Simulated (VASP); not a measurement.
The system is ZnSe.

```xyz
2
Lattice="0.0000 2.6908 2.6908 2.6908 0.0000 2.6908 2.6908 2.6908 0.0000" Properties=species:S:1:pos:R:3 pbc="T T T"
Zn    0.0000    0.0000    0.0000
Se    1.3454    1.3454    1.3454
```

This cell differs from its parent crystal: strain -5.0%.

Base run:

```yaml
Program: VASP 6.6.1
Functional: PBE
Potentials_or_basis: VASP PAW PBE potentials, release 64 (Zn, Se)
Cutoff: 520 eV
k_mesh: 8 × 8 × 8
Occupations: fermi-dirac, width 0.02 eV
Spin: no spin polarisation
```

Its results: band gap on the k mesh 1.96 eV, direct; pressure 16.9 GPa.

Task: The run is repeated on the same cell with these changes: k mesh from 8 × 8 × 8 to 4 × 4 × 4; occupations from fermi-dirac, width 0.02 eV to gaussian, width 0.01 eV. What comes out?

Result: Band gap on the k mesh 1.95 eV, direct; pressure 17.5 GPa.

Caveats: some runs use coarse meshes.

